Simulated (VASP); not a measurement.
# In3Cu (R-3m) in VASP: a series of runs

The runs below take In3Cu through single point, with LDA.

Program: VASP 6.6.1. These are calculated values, not measurements. Logs are shortened: lines on timing, memory, paths and dates and some standing lists are left out, and cuts for length are marked.

**1. The cell of the first run**

The structure is trigonal, space group R-3m (No. 166). Conventional cell: a = 5.961 Å, b = 5.961 Å, c = 7.498 Å, α = 90.00°, β = 90.00°, γ = 120.00°. In (site symmetry 2/m) has 8 In at 2.98 to 3.03 Å and 4 Cu at 2.98 to 3.03 Å within 3.9 Å. Cu (site symmetry -3m) has 12 In at 2.98 to 3.03 Å within 3.9 Å.

**2. Single point, LDA (19.23 Å³/atom)**

Input file INCAR:

```
SYSTEM = In3Cu
PREC = Accurate
ENCUT = 520
EDIFF = 1E-6
ISMEAR = 0
SIGMA = 0.15
LREAL = .FALSE.
LASPH = .TRUE.
NELM = 80
ALGO = Fast
ISIF = 2
LWAVE = .FALSE.
LCHARG = .FALSE.
NBANDS = 33
```

Input file KPOINTS:

```
regular mesh
0
G
  10 10 10
  0 0 0
```

Input file POSCAR:

```
In3Cu
1.0
    4.2530384128      0.0380751680      0.0380751680
    0.0380751680      4.2530384128      0.0380751680
    0.0380751680      0.0380751680      4.2530384128
In Cu
3 1
Direct
    0.0000000000      0.5000000000      0.5000000000
    0.5000000000      0.0000000000      0.5000000000
    0.5000000000      0.5000000000      0.0000000000
    0.0000000000      0.0000000000      0.0000000000
```

Potentials or basis: VASP PAW LDA potentials, release 64 (In_d, Cu).

Launch:

```console
cat potpaw_LDA.64/In_d/POTCAR potpaw_LDA.64/Cu/POTCAR > POTCAR
mpirun -np 1 vasp_std > vasp.out
```

OUTCAR:

```text
SYSTEM = In3Cu
   PREC = Accurate
   ENCUT = 520
   EDIFF = 1E-6
   ISMEAR = 0
   LREAL = .FALSE.
   LASPH = .TRUE.
   NELM = 80
   ISIF = 2

 ion  position               nearest neighbor table
   1  0.000  0.500  0.500-   3 2.98   4 2.98   2 2.98   4 2.98   2 2.98   3 2.98   4 3.03   3 3.03
                             4 3.03   3 3.03   2 3.03   2 3.03
   2  0.500  0.000  0.500-   3 2.98   4 2.98   1 2.98   3 2.98   1 2.98   4 2.98   3 3.03   3 3.03
                             4 3.03   4 3.03   1 3.03   1 3.03
   3  0.500  0.500  0.000-   1 2.98   2 2.98   2 2.98   4 2.98   1 2.98   4 2.98   2 3.03   1 3.03
                             2 3.03   1 3.03   4 3.03   4 3.03
   4  0.000  0.000  0.000-   1 2.98   2 2.98   1 2.98   3 2.98   2 2.98   3 2.98   1 3.03   1 3.03
                             2 3.03   2 3.03   3 3.03   3 3.03

  LATTYP: Found a trigonal (rhomboedric) cell.
 ALAT       =     4.2533792657
 COS(alpha) =     0.0179821897

  Lattice vectors:

 A1 = (   4.2530384128,   0.0380751680,   0.0380751680)
 A2 = (   0.0380751680,   4.2530384128,   0.0380751680)
 A3 = (   0.0380751680,   0.0380751680,   4.2530384128)

Analysis of symmetry for initial positions (statically):
=====================================================================
 Subroutine PRICEL returns:
 Original cell was already a primitive cell.

 Routine SETGRP: Setting up the symmetry group for a
 trigonal (rhombohedral) supercell.

 Subroutine GETGRP returns: Found 12 space group operations
 (whereof 12 operations were pure point group operations)
 out of a pool of 12 trial point group operations.

The static configuration has the point symmetry D_3d.

Analysis of symmetry for dynamics (positions and initial velocities):
=====================================================================
 Subroutine PRICEL returns:
 Original cell was already a primitive cell.

 Routine SETGRP: Setting up the symmetry group for a
 trigonal (rhombohedral) supercell.

 Subroutine GETGRP returns: Found 12 space group operations
 (whereof 12 operations were pure point group operations)
 out of a pool of 12 trial point group operations.

The dynamic configuration has the point symmetry D_3d.

 Subroutine INISYM returns: Found 12 space group operations
 (whereof 12 operations are pure point group operations),
 and found     1 'primitive' translations

----------------------------------------------------------------------------------------

                                     Primitive cell

[... 90 lines left out ...]
   LSORBIT =      F    spin-orbit coupling
   LASPH  =      T    aspherical Exc in radial PAW
   ENCUT  =  520.0 eV  38.22 Ry    6.18 a.u.   7.91  7.91  7.91*2*pi/ulx,y,z
   NELM   =     80;   NELMIN=  2; NELMDL= -5     # of ELM steps
   EDIFF  = 0.1E-05   stopping-criterion for ELM
   LREAL  =      F    real-space projection
   EDIFFG = 0.1E-04   stopping-criterion for IOM
   NSW    =      0    number of steps for IOM
   IBRION =     -1    ionic relax: 0-MD 1-quasi-New 2-CG
   NFREE  =      0    steps in history (QN), initial steepest desc. (CG)
   ISIF   =      2    stress and relaxation
   ISYM   =      2    0-nonsym 1-usesym 2-fastsym
   POTIM  = 0.5000    time-step for ionic-motion
   TEBEG  =    0.0;   TEEND  =   0.0 temperature during run
   PSTRESS=    0.0 pullay stress
   NELECT =      50.0000    total number of electrons
   NUPDOWN=      -1.0000    fix difference up-down
   EMIN   =  10.00;   EMAX   =-10.00  energy-range for DOS
   EFERMI =   0.00;   METHOD = LEGACY
   ISMEAR =     0;   SIGMA  =   0.15  broadening in eV -4-tet -1-fermi 0-gaus
   EFERMI_NEDOS =   21; number of points for ismear=-14 and -15
   IALGO  =     68    algorithm
   IMIX   =      4    mixing-type and parameters
     AMIX     =   0.40;   BMIX     =  1.00
     AMIX_MAG =   1.60;   BMIX_MAG =  1.00
  volume/ion in A,a.u.               =      19.23       129.76
  Fermi-wavevector in a.u.,A,eV,Ry     =   1.418187  2.679985 27.364772  2.011254
  Thomas-Fermi vector in A             =   2.539339
   LORBIT       =      0    0 simple, 1 ext, 2 COOP (PROOUT), +10 PAW based schemes
   GGA     = CA    functional components
   LHFCALC =     F    Hartree Fock is set to
   AEXX    =    0.0000 exact exchange contribution
   IVDW    =     0    specifies the selected vdW correction
   LEPSILON=     F    determine dielectric tensor
   LRPA    =     F    only Hartree local field effects (RPA)
 non-spin polarized calculation
 RMM-DIIS sequential band-by-band and
 Gauss-broadening in eV      SIGMA  =   0.15
  energy-cutoff  :      520.00
  volume of cell :       76.91
 maximum number of plane-waves:      2092
   NGX = 15   NGY = 15   NGZ = 15

 number of electron      50.0000072 magnetization

 Free energy of the ion-electron system (eV)
  ---------------------------------------------------
  ext. energy  EPLUGINS =         0.00000000
  ---------------------------------------------------
  free energy    TOTEN  =       -13.57094813 eV

  energy without entropy =      -13.55152772  energy(sigma->0) =      -13.56123793

 E-fermi :   9.3544     XC(G=0): -11.7184

 val. band max:        9.3322251857   @ k =  -0.4000   0.3000   0.2000
 cond. band min:       9.3608387205   @ k =   0.2000   0.2000  -0.0000
 fundamental gap:      0.0286135348
 Fermi energy:         9.3544489302

 k-point     1 :       0.0000    0.0000    0.0000
  band No.  band energies     occupation
      1      -6.0750      2.00000
      2      -6.0319      2.00000
      3      -6.0047      2.00000
      4      -6.0047      2.00000
      5      -5.6997      2.00000
      6      -5.6997      2.00000
[... 853 lines left out ...]
     32      15.6805      0.00000
     33      16.1561      0.00000

 [... further k-points ...]
[... 5 lines left out ...]
  --------------------------------------------------------------------------------------
  -------------------------------------------------------------------------------------
  Total        1.8175415      1.8175415      1.8175415     -0.0774455     -0.0774455     -0.0774455
  in kB       37.8617620     37.8617620     37.8617620     -1.6132918     -1.6132918     -1.6132918
  external PRESSURE =      37.8617620 kB  Pullay stress =       0.0000000 kB

 VOLUME and BASIS-vectors are now :
 -----------------------------------------------------------------------------
  energy-cutoff  :      520.00
  volume of cell :       76.91
      direct lattice vectors                 reciprocal lattice vectors
     4.253038413  0.038075168  0.038075168     0.235163382 -0.002086611 -0.002086611
     0.038075168  4.253038413  0.038075168    -0.002086611  0.235163382 -0.002086611
     0.038075168  0.038075168  4.253038413    -0.002086611 -0.002086611  0.235163382

 POSITION                                       TOTAL-FORCE (eV/Angst)
 -----------------------------------------------------------------------------------
      0.03808      2.14556      2.14556         0.000000     -0.000000     -0.000000
      2.14556      0.03808      2.14556        -0.000000     -0.000000      0.000000
      2.14556      2.14556      0.03808        -0.000000      0.000000     -0.000000
      0.00000      0.00000      0.00000         0.000000     -0.000000     -0.000000
 -----------------------------------------------------------------------------------
    total drift:                                0.000000     -0.000000     -0.000000

  FREE ENERGIE OF THE ION-ELECTRON SYSTEM (eV)
  ---------------------------------------------------
  free  energy   TOTEN  =       -13.5709481303 eV

  energy  without entropy=      -13.5515277201  energy(sigma->0) =      -13.56123793
```

OSZICAR:

```text
N       E                     dE             d eps       ncg     rms          rms(c)
DAV:   1     0.479528644291E+03    0.47953E+03   -0.23864E+04  7712   0.238E+03
[... 12 lines left out ...]
RMM:  14    -0.135709358295E+02    0.42820E-02   -0.12716E-02 11572   0.134E+00    0.253E-01
RMM:  15    -0.135709277190E+02    0.81104E-05   -0.58329E-04 10304   0.198E-01    0.395E-02
RMM:  16    -0.135709468330E+02   -0.19114E-04   -0.18680E-04 11330   0.816E-02    0.467E-02
RMM:  17    -0.135709525942E+02   -0.57612E-05   -0.62188E-05 11424   0.506E-02    0.388E-02
RMM:  18    -0.135709474473E+02    0.51469E-05   -0.35561E-05  9587   0.462E-02    0.744E-02
RMM:  19    -0.135709472950E+02    0.15228E-06   -0.20558E-05 10521   0.438E-02    0.102E-02
RMM:  20    -0.135709481303E+02   -0.83525E-06   -0.60406E-06  7951   0.176E-02
   1 F= -.13570948E+02 E0= -.13561238E+02  d E =-.194204E-01
```

Run time: 1.8 min. Hardware: 1 thread of Intel Xeon 6975P-C (Granite Rapids), shared host; peak memory 0.34 GiB.

What came out:

```yaml
Free_energy: -13.5709 eV
Pressure: 3.8 GPa
Band_gap_on_the_k_mesh: zero (bands 25 and 26 overlap by 4.49 eV)
```

Stress tensor (GPa, compression positive):
```
 3.79 -0.16 -0.16
-0.16  3.79 -0.16
-0.16 -0.16  3.79
```

Caveat: the cell stands under pressure; spin-orbit coupling is left out, which moves the levels of the heavy elements.

**3. Single point, LDA (19.23 Å³/atom)**

Input file INCAR:

```
SYSTEM = In3Cu
  ALGO = Fast
  EDIFF = 1E-6
  ENCUT = 520
  ISIF = 2
  ISMEAR = 0
  LASPH = .True.
  LCHARG = .False.
  LREAL = .False.
  LWAVE = .False.
  NBANDS = 33
  NELM = 80
  PREC = Accurate
  SIGMA = 0.15
```

Input file KPOINTS:

```
k-points
0
Gamma
  10 10 10
  0 0 0
```

Input file POSCAR:

```
In3Cu
1.0
    4.2530367938     -0.0377590030     -0.0377590030
   -0.0377590030      4.2530367938     -0.0377590030
   -0.0377590030     -0.0377590030      4.2530367938
In Cu
3 1
Direct
    0.0000000000      0.5000000000      0.5000000000
    0.5000000000      0.0000000000      0.5000000000
    0.5000000000      0.5000000000      0.0000000000
    0.0000000000      0.0000000000      0.0000000000
```

Potentials or basis: VASP PAW LDA potentials, release 64 (In_d, Cu).

Launch:

```console
cat potpaw_LDA.64/In_d/POTCAR potpaw_LDA.64/Cu/POTCAR > POTCAR
mpirun -np 1 vasp_std > vasp.out
```

OUTCAR:

```text
SYSTEM = In3Cu
   EDIFF = 1E-6
   ENCUT = 520
   ISIF = 2
   ISMEAR = 0
   LASPH = .True.
   LREAL = .False.
   NELM = 80
   PREC = Accurate

 ion  position               nearest neighbor table
   1  0.000  0.500  0.500-   2 2.98   3 2.98   4 2.98   4 2.98   3 2.98   2 2.98   4 3.03   3 3.03
                             2 3.03   3 3.03   4 3.03   2 3.03
   2  0.500  0.000  0.500-   1 2.98   3 2.98   4 2.98   3 2.98   4 2.98   1 2.98   3 3.03   3 3.03
                             1 3.03   4 3.03   4 3.03   1 3.03
   3  0.500  0.500  0.000-   1 2.98   2 2.98   4 2.98   2 2.98   1 2.98   4 2.98   4 3.03   1 3.03
                             1 3.03   4 3.03   2 3.03   2 3.03
   4  0.000  0.000  0.000-   1 2.98   2 2.98   3 2.98   1 2.98   2 2.98   3 2.98   3 3.03   1 3.03
                             2 3.03   3 3.03   2 3.03   1 3.03

  LATTYP: Found a trigonal (rhomboedric) cell.
 ALAT       =     4.2533720098
 COS(alpha) =    -0.0176746476

  Lattice vectors:

 A1 = (   4.2530367938,  -0.0377590030,  -0.0377590030)
 A2 = (  -0.0377590030,   4.2530367938,  -0.0377590030)
 A3 = (  -0.0377590030,  -0.0377590030,   4.2530367938)
[... 174 lines left out ...]
  ext. energy  EPLUGINS =         0.00000000
  ---------------------------------------------------
  free energy    TOTEN  =       -13.57255866 eV

  energy without entropy =      -13.55440145  energy(sigma->0) =      -13.56348005

 E-fermi :   9.3575     XC(G=0): -11.7184

 val. band max:        9.3423141315   @ k =  -0.2000   0.2000   0.0000
 cond. band min:       9.3626918258   @ k =  -0.1000   0.5000   0.1000
 fundamental gap:      0.0203776943
 Fermi energy:         9.3574964255

 k-point     1 :       0.0000    0.0000    0.0000
  band No.  band energies     occupation
      1      -6.0709      2.00000
      2      -6.0262      2.00000
      3      -6.0262      2.00000
      4      -5.9894      2.00000
      5      -5.6994      2.00000
      6      -5.6994      2.00000
[... 853 lines left out ...]
     32      15.9159      0.00000
     33      16.5395      0.00000

 [... further k-points ...]
[... 5 lines left out ...]
  --------------------------------------------------------------------------------------
  -------------------------------------------------------------------------------------
  Total        1.7346686      1.7346686      1.7346686      0.0009656      0.0009656      0.0009656
  in kB       36.1354115     36.1354115     36.1354115      0.0201148      0.0201148      0.0201148
  external PRESSURE =      36.1354115 kB  Pullay stress =       0.0000000 kB

 VOLUME and BASIS-vectors are now :
 -----------------------------------------------------------------------------
  energy-cutoff  :      520.00
  volume of cell :       76.91
      direct lattice vectors                 reciprocal lattice vectors
     4.253036794 -0.037759003 -0.037759003     0.235163514  0.002106514  0.002106514
    -0.037759003  4.253036794 -0.037759003     0.002106514  0.235163514  0.002106514
    -0.037759003 -0.037759003  4.253036794     0.002106514  0.002106514  0.235163514

 POSITION                                       TOTAL-FORCE (eV/Angst)
 -----------------------------------------------------------------------------------
     -0.03776      2.10764      2.10764         0.000000      0.000000     -0.000000
      2.10764     -0.03776      2.10764         0.000000      0.000000      0.000000
      2.10764      2.10764     -0.03776        -0.000000     -0.000000     -0.000000
      0.00000      0.00000      0.00000         0.000000     -0.000000     -0.000000
 -----------------------------------------------------------------------------------
    total drift:                                0.000000     -0.000000     -0.000000

  FREE ENERGIE OF THE ION-ELECTRON SYSTEM (eV)
  ---------------------------------------------------
  free  energy   TOTEN  =       -13.5725586584 eV

  energy  without entropy=      -13.5544014496  energy(sigma->0) =      -13.56348005
```

OSZICAR:

```text
N       E                     dE             d eps       ncg     rms          rms(c)
DAV:   1     0.476368398944E+03    0.47637E+03   -0.23704E+04  7768   0.237E+03
DAV:   2     0.388212483964E+02   -0.43755E+03   -0.42584E+03  7656   0.488E+02
DAV:   3    -0.126856831282E+02   -0.51507E+02   -0.50312E+02  8658   0.196E+02
DAV:   4    -0.146175109571E+02   -0.19318E+01   -0.19256E+01  9431   0.448E+01
[... 12 lines left out ...]
RMM:  17    -0.135728709119E+02    0.22899E-03   -0.14709E-04 10625   0.130E-01    0.571E-01
RMM:  18    -0.135725720743E+02    0.29884E-03   -0.80210E-04 11915   0.316E-01    0.171E-01
RMM:  19    -0.135725584105E+02    0.13664E-04   -0.40275E-05  9589   0.670E-02    0.899E-02
RMM:  20    -0.135725585678E+02   -0.15733E-06   -0.48239E-05 10174   0.667E-02    0.263E-02
RMM:  21    -0.135725586584E+02   -0.90524E-07   -0.43780E-06  6865   0.151E-02
   1 F= -.13572559E+02 E0= -.13563480E+02  d E =-.181572E-01
```

Run time: 1.9 min. Hardware: 1 thread of Intel Xeon 6975P-C (Granite Rapids), shared host; peak memory 0.34 GiB.

What came out:

```yaml
Free_energy: -13.5726 eV
Pressure: 3.6 GPa
Band_gap_on_the_k_mesh: zero (bands 25 and 26 overlap by 4.57 eV)
```

Caveat: the cell stands under pressure; spin-orbit coupling is left out, which moves the levels of the heavy elements.

**4. Single point, LDA (21.94 Å³/atom)**

This run uses another cell than the first one, of 21.94 Å³/atom.

Input file INCAR:

```
ALGO     = Fast           # electronic algorithm
EDIFF    = 1E-6           # SCF threshold, eV
ENCUT    = 520            # plane-wave cutoff, eV
ISIF     = 2              # what is computed and relaxed
ISMEAR   = 0              # smearing method
LASPH    = True           # aspherical terms in the spheres
LCHARG   = False          # write CHGCAR
LREAL    = False          # projectors in reciprocal space
LWAVE    = False          # write WAVECAR
NBANDS   = 33             # bands
NELM     = 100            # most SCF steps
PREC     = Accurate       # precision mode
SIGMA    = 0.15           # smearing width, eV
```

Input file KPOINTS:

```
k-points
0
Gamma
  10 10 10
```

Input file POSCAR:

```
In3Cu
1.0
    4.4439968921      0.0397847167      0.0397847167
    0.0397847167      4.4439968921      0.0397847167
    0.0397847167      0.0397847167      4.4439968921
In Cu
3 1
Direct
    0.0000000000      0.5000000000      0.5000000000
    0.5000000000      0.0000000000      0.5000000000
    0.5000000000      0.5000000000      0.0000000000
    0.0000000000      0.0000000000      0.0000000000
```

Launch:

```console
cat potpaw_LDA.64/In_d/POTCAR potpaw_LDA.64/Cu/POTCAR > POTCAR
mpirun -np 1 vasp_std > vasp.out
```

It took 7.1 min on 1 thread of Intel Xeon 8259CL, shared host; peak memory 0.38 GiB.

Results (log left out):

```yaml
Free_energy: -13.5441 eV
Pressure: -4.0 GPa
Band_gap_on_the_k_mesh: zero (bands 25 and 26 overlap by 4.16 eV)
```

Stress tensor (GPa, compression positive):
```
-4.02 -0.10 -0.10
-0.10 -4.02 -0.10
-0.10 -0.10 -4.02
```

Levels at points of the mesh, in eV from the Fermi level:
| k point | band 22 | band 23 | band 24 | band 25 | band 26 | band 27 | band 28 | band 29 |
| --- | --- | --- | --- | --- | --- | --- | --- | --- |
| (0.00, 0.00, 0.00) | -1.92 | -1.85 | -1.85 | -0.70 | -0.70 | 0.61 | 4.91 | 4.91 |
| (0.50, 0.00, 0.00) | -2.49 | -0.70 | 0.36 | 0.55 | 1.07 | 1.12 | 1.19 | 2.40 |
| (0.50, 0.50, 0.00) | -2.48 | -2.39 | -2.27 | 2.26 | 2.31 | 2.93 | 3.05 | 3.06 |
| (0.50, 0.50, 0.50) | -2.89 | -2.45 | -2.45 | -1.97 | -1.90 | -1.90 | -1.17 | 9.75 |

Caveat: the cell stands under tension; spin-orbit coupling is left out, which moves the levels of the heavy elements.

**5. Single point, LDA (21.94 Å³/atom)**

This run uses another cell than the first one, of 21.94 Å³/atom.

Input file INCAR:

```
  PREC = Accurate
  ENCUT = 520
  EDIFF = 1E-6
  ISMEAR = 0
  SIGMA = 0.15
  LREAL = F
  LASPH = T
  NELM = 80
  ALGO = Fast
  ISIF = 2
  LWAVE = F
  LCHARG = F
  GGA = CA
  NBANDS = 33
```

Input file KPOINTS:

```
regular mesh
0
Gamma
  10 10 10
```

Input file POSCAR:

```
In3Cu
1.0
    4.4439952004     -0.0394543561     -0.0394543561
   -0.0394543561      4.4439952004     -0.0394543561
   -0.0394543561     -0.0394543561      4.4439952004
In Cu
3 1
Direct
    0.0000000000      0.5000000000      0.5000000000
    0.5000000000      0.0000000000      0.5000000000
    0.5000000000      0.5000000000      0.0000000000
    0.0000000000      0.0000000000      0.0000000000
```

Launch:

```console
cat potpaw_LDA.64/In_d/POTCAR potpaw_LDA.64/Cu/POTCAR > POTCAR
mpirun -np 1 vasp_std > vasp.out
```

It took 7.7 min on 1 thread of Intel Xeon 8259CL, shared host; peak memory 0.38 GiB.

It converged, with:

```
Free energy            : -13.5449 eV
Pressure               : -4.0 GPa
Band gap on the k mesh : zero (bands 25 and 26 overlap by 4.21 eV)
```

Levels at points of the mesh, in eV from the Fermi level:
| k point | band 21 | band 22 | band 23 | band 24 | band 25 | band 26 | band 27 | band 28 | band 29 | band 30 |
| --- | --- | --- | --- | --- | --- | --- | --- | --- | --- | --- |
| (0.00, 0.00, 0.00) | -2.51 | -1.89 | -1.89 | -1.82 | -0.70 | -0.70 | 0.61 | 4.82 | 5.14 | 5.14 |
| (0.50, 0.00, 0.00) | -2.52 | -2.49 | -0.70 | 0.40 | 0.49 | 1.08 | 1.09 | 1.22 | 2.40 | 2.63 |
| (0.50, 0.50, 0.00) | -2.71 | -2.48 | -2.39 | -2.27 | 2.27 | 2.32 | 2.90 | 3.02 | 3.06 | 3.12 |
| (0.50, 0.50, 0.50) | -2.99 | -2.84 | -2.45 | -2.45 | -1.94 | -1.94 | -1.89 | -1.16 | 9.75 | 9.75 |

Caveat: the cell stands under tension; spin-orbit coupling is left out, which moves the levels of the heavy elements.

**6. Summary**

```csv
cell,gap on the mesh (eV),pressure (GPa)
"a = 4.253 Å, angles 89.0°, 4 atoms",none,3.8
"a = 4.253 Å, angles 91.0°, 4 atoms",none,3.6
"a = 4.444 Å, angles 89.0°, 4 atoms",none,-4.0
"a = 4.444 Å, angles 91.0°, 4 atoms",none,-4.0
```

Alike in all rows: task single point; level LDA; potentials or basis VASP PAW LDA potentials, release 64 (In_d, Cu); no spin polarisation; k mesh 10 × 10 × 10; cutoff (eV) 520; smearing gaussian 0.15 eV.

Caveats: spin-orbit coupling is left out, which moves the levels of the heavy elements; the cell stands under pressure (at least some runs); the cell stands under tension (at least some runs).

Absolute energies hang on the potentials; compare differences alone.
